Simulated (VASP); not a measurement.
# Mo (Im-3m) in VASP: a series of runs

Mo is run at these levels: LDA; tasks: single point.

Program: VASP 6.6.1. These are calculated values, not measurements. Logs are shortened: lines on timing, memory, paths and dates and some standing lists are left out, and cuts for length are marked.

## 1. The cell of the first run

It takes space group Im-3m (No. 229, cubic). Conventional cell: a = 3.112 Å, b = 3.112 Å, c = 3.112 Å, α = 90.00°, β = 90.00°, γ = 90.00°. Mo (site symmetry m-3m) has 14 Mo at 2.70 to 3.11 Å within 3.6 Å.

## 2. Single point, LDA

INCAR

```
ALGO = Normal
EDIFF = 1E-6
ENCUT = 500
GGA_COMPAT = F
ISIF = 2
ISMEAR = 0
LASPH = T
LCHARG = F
LREAL = F
LWAVE = F
NBANDS = 13
NELM = 120
PREC = Accurate
SIGMA = 0.1
```

KPOINTS

```
k-points
0
Gamma
  8 8 8
```

POSCAR

```
Mo
1.0
   -1.5561832938      1.5561832938      1.5561832938
    1.5561832938     -1.5561832938      1.5561832938
    1.5561832938      1.5561832938     -1.5561832938
Mo
1
Direct
    0.0000000000      0.0000000000      0.0000000000
```

Potentials or basis: VASP PAW LDA potentials, release 64 (Mo_sv).

Launch:

```
> cat potpaw_LDA.64/Mo_sv/POTCAR > POTCAR
> mpirun -np 1 vasp_std > vasp.out
```

OUTCAR:

```text
EDIFF = 1E-6
   ENCUT = 500
   ISIF = 2
   ISMEAR = 0
   LASPH = T
   LREAL = F
   NELM = 120
   PREC = Accurate

 ion  position               nearest neighbor table
   1  0.000  0.000  0.000-

  LATTYP: Found a body centered cubic cell.
 ALAT       =     3.1123665876

  Lattice vectors:

 A1 = (  -1.5561832938,   1.5561832938,   1.5561832938)
 A2 = (   1.5561832938,  -1.5561832938,   1.5561832938)
 A3 = (   1.5561832938,   1.5561832938,  -1.5561832938)

Analysis of symmetry for initial positions (statically):
=====================================================================
 Subroutine PRICEL returns:
 Original cell was already a primitive cell.

 Routine SETGRP: Setting up the symmetry group for a
 body centered cubic supercell.

 Subroutine GETGRP returns: Found 48 space group operations
 (whereof 48 operations were pure point group operations)
 out of a pool of 48 trial point group operations.

The static configuration has the point symmetry O_h .

Analysis of symmetry for dynamics (positions and initial velocities):
=====================================================================
 Subroutine PRICEL returns:
 Original cell was already a primitive cell.

 Routine SETGRP: Setting up the symmetry group for a
 body centered cubic supercell.

 Subroutine GETGRP returns: Found 48 space group operations
 (whereof 48 operations were pure point group operations)
 out of a pool of 48 trial point group operations.

The dynamic configuration has the point symmetry O_h .

 Subroutine INISYM returns: Found 48 space group operations
 (whereof 48 operations are pure point group operations),
 and found     1 'primitive' translations

----------------------------------------------------------------------------------------

                                     Primitive cell

  volume of cell :      15.0745

  direct lattice vectors                    reciprocal lattice vectors
    -1.556183294  1.556183294  1.556183294     0.000000000  0.321298913  0.321298913
     1.556183294 -1.556183294  1.556183294     0.321298913  0.000000000  0.321298913
     1.556183294  1.556183294 -1.556183294     0.321298913  0.321298913  0.000000000

  length of vectors
     2.695388531  2.695388531  2.695388531     0.454385280  0.454385280  0.454385280

  position of ions in fractional coordinates (direct lattice)
     0.000000000  0.000000000  0.000000000

  ion indices of the primitive-cell ions
   primitive index   ion index
                 1           1

----------------------------------------------------------------------------------------

 KPOINTS: k-points

Automatic generation of k-mesh.
 Grid dimensions read from file:
 generate k-points for:    8    8    8

 Generating k-lattice:

  Cartesian coordinates                     Fractional coordinates (reciprocal lattice)
     0.000000000  0.040162364  0.040162364     0.125000000  0.000000000  0.000000000
     0.040162364  0.000000000  0.040162364     0.000000000  0.125000000  0.000000000
     0.040162364  0.040162364  0.000000000     0.000000000  0.000000000  0.125000000

  Length of vectors
     0.056798160  0.056798160  0.056798160

  Shift w.r.t. Gamma in fractional coordinates (k-lattice)
     0.000000000  0.000000000  0.000000000

 Subroutine IBZKPT returns following result:
 ===========================================

 Found     29 irreducible k-points:

 Following reciprocal coordinates:
            Coordinates               Weight
  0.000000  0.000000  0.000000      1.000000
  0.125000  0.000000  0.000000     12.000000
  0.250000  0.000000  0.000000     12.000000
  0.375000  0.000000  0.000000     12.000000
  0.500000  0.000000  0.000000      6.000000
  0.125000  0.125000  0.000000     24.000000
[... 16 lines left out ...]
 -0.250000  0.250000  0.250000      6.000000
 -0.375000  0.375000  0.250000     24.000000
 [... further k-points ...]
   k-points           NKPTS =     29   k-points in BZ     NKDIM =     29   number of bands    NBANDS=     13
   number of dos      NEDOS =    301   number of ions     NIONS =      1
   total plane-waves  NPLWV =   8000
   dimension x,y,z NGX =    20 NGY =   20 NGZ =   20
   dimension x,y,z NGXF=    40 NGYF=   40 NGZF=   40
   ions per type =               1
   NGX,Y,Z   is equivalent  to a cutoff of  12.34, 12.34, 12.34 a.u.
   NGXF,Y,Z  is equivalent  to a cutoff of  24.67, 24.67, 24.67 a.u.
 SYSTEM =  unknown system
   PREC   = accura    normal or accurate (medium, high low for compatibility)
   ISTART =      0    job   : 0-new  1-cont  2-samecut
   ICHARG =      2    charge: 1-file 2-atom 10-const
   ISPIN  =      1    spin polarized calculation?
   LNONCOLLINEAR =      F non collinear calculations
   LSORBIT =      F    spin-orbit coupling
   LASPH  =      T    aspherical Exc in radial PAW
   ENCUT  =  500.0 eV  36.75 Ry    6.06 a.u.   4.91  4.91  4.91*2*pi/ulx,y,z
   NELM   =    120;   NELMIN=  2; NELMDL= -5     # of ELM steps
   EDIFF  = 0.1E-05   stopping-criterion for ELM
   LREAL  =      F    real-space projection
   EDIFFG = 0.1E-04   stopping-criterion for IOM
   NSW    =      0    number of steps for IOM
   IBRION =     -1    ionic relax: 0-MD 1-quasi-New 2-CG
   NFREE  =      0    steps in history (QN), initial steepest desc. (CG)
   ISIF   =      2    stress and relaxation
   ISYM   =      2    0-nonsym 1-usesym 2-fastsym
   POTIM  = 0.5000    time-step for ionic-motion
   TEBEG  =    0.0;   TEEND  =   0.0 temperature during run
   PSTRESS=    0.0 pullay stress
   NELECT =      14.0000    total number of electrons
   NUPDOWN=      -1.0000    fix difference up-down
   EMIN   =  10.00;   EMAX   =-10.00  energy-range for DOS
   EFERMI =   0.00;   METHOD = LEGACY
   ISMEAR =     0;   SIGMA  =   0.10  broadening in eV -4-tet -1-fermi 0-gaus
   EFERMI_NEDOS =   21; number of points for ismear=-14 and -15
   IALGO  =     38    algorithm
   IMIX   =      4    mixing-type and parameters
     AMIX     =   0.40;   BMIX     =  1.00
     AMIX_MAG =   1.60;   BMIX_MAG =  1.00
  volume/ion in A,a.u.               =      15.07       101.73
  Fermi-wavevector in a.u.,A,eV,Ry     =   1.597240  3.018345 34.710839  2.551175
  Thomas-Fermi vector in A             =   2.694877
   LORBIT       =      0    0 simple, 1 ext, 2 COOP (PROOUT), +10 PAW based schemes
   GGA     = CA    functional components
   LHFCALC =     F    Hartree Fock is set to
   AEXX    =    0.0000 exact exchange contribution
   IVDW    =     0    specifies the selected vdW correction
   LEPSILON=     F    determine dielectric tensor
   LRPA    =     F    only Hartree local field effects (RPA)
 non-spin polarized calculation
 Gauss-broadening in eV      SIGMA  =   0.10
  energy-cutoff  :      500.00
  volume of cell :       15.07
 maximum number of plane-waves:       392
   NGX =  9   NGY =  9   NGZ =  9

 number of electron      13.9999996 magnetization

 Free energy of the ion-electron system (eV)
  ---------------------------------------------------
  ext. energy  EPLUGINS =         0.00000000
  ---------------------------------------------------
  free energy    TOTEN  =       -12.10704743 eV

  energy without entropy =      -12.10147543  energy(sigma->0) =      -12.10426143

 E-fermi :  12.9571     XC(G=0): -13.8071

 val. band max:       12.8916955923   @ k =   0.3750   0.1250   0.0000
 cond. band min:      13.0735445510   @ k =  -0.1250   0.1250   0.1250
 fundamental gap:      0.1818489587
 Fermi energy:        12.9571219927

 k-point     1 :       0.0000    0.0000    0.0000
  band No.  band energies     occupation
      1     -47.8797      2.00000
      2     -21.2302      2.00000
      3     -21.2302      2.00000
      4     -21.2302      2.00000
      5       5.7205      2.00000
      6      11.6171      2.00000
      7      11.6171      2.00000
      8      11.6171      2.00000
      9      14.7555      0.00000
     10      14.7555      0.00000
     11      27.9378      0.00000
     12      27.9378      0.00000
     13      27.9378      0.00000

 k-point     2 :       0.1250    0.0000    0.0000
  band No.  band energies     occupation
      1     -47.8347      2.00000
      2     -21.4794      2.00000
      3     -21.3067      2.00000
      4     -21.2323      2.00000
      5       6.4079      2.00000
      6      11.2315      2.00000
      7      11.5225      2.00000
      8      12.2932      2.00000
      9      14.2927      0.00000
     10      14.7734      0.00000
     11      28.3936      0.00000
     12      29.1270      0.00000
     13      29.2123      0.00000

 k-point     3 :       0.2500    0.0000    0.0000
  band No.  band energies     occupation
      1     -47.7247      2.00000
      2     -22.0566      2.00000
      3     -21.4876      2.00000
      4     -21.2377      2.00000
      5       7.7119      2.00000
      6      10.4211      2.00000
      7      11.4530      2.00000
      8      14.1711      0.00000
      9      14.2121      0.00000
     10      14.9248      0.00000
     11      28.0331      0.00000
     12      29.6844      0.00000
     13      32.2797      0.00000
[... 305 lines left out ...]
 k-point    23 :      -0.2500    0.2500    0.2500
  band No.  band energies     occupation
      1     -47.5923      2.00000
      2     -22.0883      2.00000
      3     -21.7679      2.00000
      4     -21.7679      2.00000
      5       9.2745      2.00000
      6      10.1829      2.00000
      7      12.4108      2.00000
      8      12.4108      2.00000
      9      13.9633      0.00000
     10      16.6664      0.00000
     11      28.5004      0.00000
     12      31.8902      0.00000
     13      32.2928      0.00000

 k-point    24 :      -0.3750    0.3750    0.2500
  band No.  band energies     occupation
      1     -47.4970      2.00000
      2     -22.4132      2.00000
      3     -21.9584      2.00000
      4     -21.8161      2.00000
      5       8.9131      2.00000
      6       9.5453      2.00000
      7      12.4002      2.00000
      8      13.2751      0.00001
      9      16.1091      0.00000
     10      18.3185      0.00000
     11      27.3430      0.00000
     12      29.4354      0.00000
     13      30.4059      0.00000

 [... further k-points ...]

------------------------ aborting loop because EDIFF is reached ----------------------------------------

  FORCE on cell =-STRESS in cart. coord.  units (eV):
  Direction    XX          YY          ZZ          XY          YZ          ZX
  --------------------------------------------------------------------------------------
  -------------------------------------------------------------------------------------
  Total        0.1201900      0.1201900      0.1201900      0.0000000     -0.0000000      0.0000000
  in kB       12.7742922     12.7742922     12.7742922      0.0000000     -0.0000000      0.0000000
  external PRESSURE =      12.7742922 kB  Pullay stress =       0.0000000 kB

 VOLUME and BASIS-vectors are now :
 -----------------------------------------------------------------------------
  energy-cutoff  :      500.00
  volume of cell :       15.07
      direct lattice vectors                 reciprocal lattice vectors
    -1.556183294  1.556183294  1.556183294     0.000000000  0.321298913  0.321298913
     1.556183294 -1.556183294  1.556183294     0.321298913  0.000000000  0.321298913
     1.556183294  1.556183294 -1.556183294     0.321298913  0.321298913  0.000000000

 POSITION                                       TOTAL-FORCE (eV/Angst)
 -----------------------------------------------------------------------------------
      0.00000      0.00000      0.00000        -0.000000     -0.000000     -0.000000
 -----------------------------------------------------------------------------------
    total drift:                                0.000000     -0.000000      0.000000

  FREE ENERGIE OF THE ION-ELECTRON SYSTEM (eV)
  ---------------------------------------------------
  free  energy   TOTEN  =       -12.1070474274 eV

  energy  without entropy=      -12.1014754269  energy(sigma->0) =      -12.10426143
```

It took 3.3 s on 1 thread of Intel Xeon Platinum 8488C (Sapphire Rapids), shared host; peak memory 0.12 GiB.

What came out:

```
Free energy            : -12.1070 eV
Pressure               : 1.3 GPa
Band gap on the k mesh : zero (bands 7 and 8 overlap by 5.67 eV)
```

Levels at points of the mesh, in eV from the Fermi level:
```csv
k point,band 3,band 4,band 5,band 6,band 7,band 8,band 9,band 10,band 11,band 12
"(0.00, 0.00, 0.00)",-34.19,-34.19,-7.24,-1.34,-1.34,-1.34,1.80,1.80,14.98,14.98
"(0.50, 0.00, 0.00)",-34.69,-34.20,-5.45,-3.48,1.86,1.93,2.51,5.15,12.14,12.31
"(0.50, 0.50, 0.50)",-35.28,-35.28,-5.65,-5.65,4.33,4.33,4.33,9.44,9.44,9.44
```

## 3. Single point, LDA

INCAR

```
SYSTEM = Mo
  PREC = Accurate
  ENCUT = 500
  EDIFF = 1E-6
  ISMEAR = 0
  SIGMA = 0.1
  LREAL = .FALSE.
  LASPH = .TRUE.
  NELM = 120
  ALGO = Normal
  ISIF = 2
  LWAVE = .FALSE.
  LCHARG = .TRUE.
  LELF = .TRUE.
  LVHAR = .TRUE.
  NBANDS = 13
  GGA_COMPAT = .FALSE.
```

KPOINTS

```
regular mesh
0
G
  16 16 16
  0 0 0
```

POSCAR

```
Mo
1.0
   -1.5554689568      1.5554689568      1.5554689568
    1.5554689568     -1.5554689568      1.5554689568
    1.5554689568      1.5554689568     -1.5554689568
Mo
1
Direct
    0.0000000000      0.0000000000      0.0000000000
```

Potentials or basis: VASP PAW LDA potentials, release 64 (Mo_sv).

Launch:

```
> cat potpaw_LDA.64/Mo_sv/POTCAR > POTCAR
> mpirun -np 1 vasp_std > vasp.out
```

Wall time 17 s (1 thread of Intel Xeon Platinum 8488C (Sapphire Rapids), shared host); peak memory 0.13 GiB.

It converged, with:

```
Free energy            : -12.1369 eV
Pressure               : 1.2 GPa
Band gap on the k mesh : zero (bands 7 and 8 overlap by 5.68 eV)
```

Levels at points of the mesh, in eV from the Fermi level:
```tsv
k point	band 4	band 5	band 6	band 7	band 8	band 9	band 10	band 11
(0.00, 0.00, 0.00)	-34.30	-7.37	-1.46	-1.46	-1.46	1.68	1.68	14.86
(0.50, 0.00, 0.00)	-34.32	-5.59	-3.61	1.74	1.81	2.39	5.04	12.02
(0.50, 0.50, 0.50)	-35.40	-5.78	-5.78	4.22	4.22	4.22	9.33	9.33
```
